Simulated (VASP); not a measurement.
Wanted: the native input for a VASP 6.6.1 run.

```
Task                   : single point
Functional             : PBE
Potentials or basis    : VASP PAW PBE potentials, release 64 (Co, C, Au, N)
Cutoff                 : 520 eV
k mesh                 : 4 × 4 × 4
Occupations            : gaussian, width 0.1 eV
Spin                   : collinear spin, ferromagnetic start
Starting moments       : [3.0, 0.0, 0.0, 0.0, 0.0, 0.0, 0.0, 0.0, 0.0, 0.0] μB
Dipole correction      : no
Further INCAR settings : ALGO = Normal; EDIFF = 1e-06; NBANDS = 43
```

The structure of CoAuC4N4 lies in POSCAR:

```
CoAuC4N4
1.0
    5.9972057362      0.0000000000      0.0000000000
    0.0000000000      5.9972057362      0.0000000000
    0.0000000000      0.0000000000      5.9972057362
Co C Au N
1 4 1 4
Direct
    0.0000000000      0.0000000000      0.0000000000
    0.1815115156      0.1815115156      0.1815115156
    0.1815115156      0.8184884844      0.8184884844
    0.8184884844      0.1815115156      0.8184884844
    0.8184884844      0.8184884844      0.1815115156
    0.5000000000      0.5000000000      0.5000000000
    0.2943690821      0.2943690821      0.2943690821
    0.2943690821      0.7056309179      0.7056309179
    0.7056309179      0.2943690821      0.7056309179
    0.7056309179      0.7056309179      0.2943690821
```

These files were run (other wordings do the same):

INCAR

```
SYSTEM = CoAuC4N4
PREC = Accurate
ENCUT = 520
EDIFF = 1E-6
ISMEAR = 0
SIGMA = 0.1
LREAL = .False.
LASPH = .True.
NELM = 150
ALGO = Normal
ISIF = 2
LWAVE = .False.
LCHARG = .True.
ISPIN = 2
MAGMOM = 3 0 0 0 0 0 0 0 0 0
LORBIT = 11
LMAXMIX = 4
GGA = PE
LELF = .True.
LVHAR = .True.
NBANDS = 43
```

KPOINTS

```
Automatic mesh
0
Gamma
  4 4 4
  0 0 0
```

Potentials or basis: VASP PAW PBE potentials, release 64 (Co, C, Au, N).

The run is started by

```bash
$ cat potpaw_PBE.64/Co/POTCAR potpaw_PBE.64/C/POTCAR potpaw_PBE.64/Au/POTCAR potpaw_PBE.64/N/POTCAR > POTCAR
$ mpirun -np 1 vasp_std > vasp.out
```

Results of the run:

```
Pressure                                              : 0.5 GPa
Largest force                                         : 0.368 eV/Å
Band gap on the k mesh                                : zero (filled and empty bands overlap)
Net moment                                            : 2.00 μB per cell
Site moments                                          : Co +1.76; C +0.01; Au -0.23; N +0.03 μB
Valence electrons inside the program's atomic spheres : Co 8.42; C 2.59; Au 9.52; N 3.85
```

Caveat: spin-orbit coupling is left out, which moves the levels of the heavy elements; a cell with one magnetic atom can't hold antiferromagnetic order, which such compounds often take.

It took 3.1 min on 1 thread of Intel(R) Xeon(R) Platinum 8488C (Sapphire Rapids), on a shared host, peak memory 0.5 GiB.
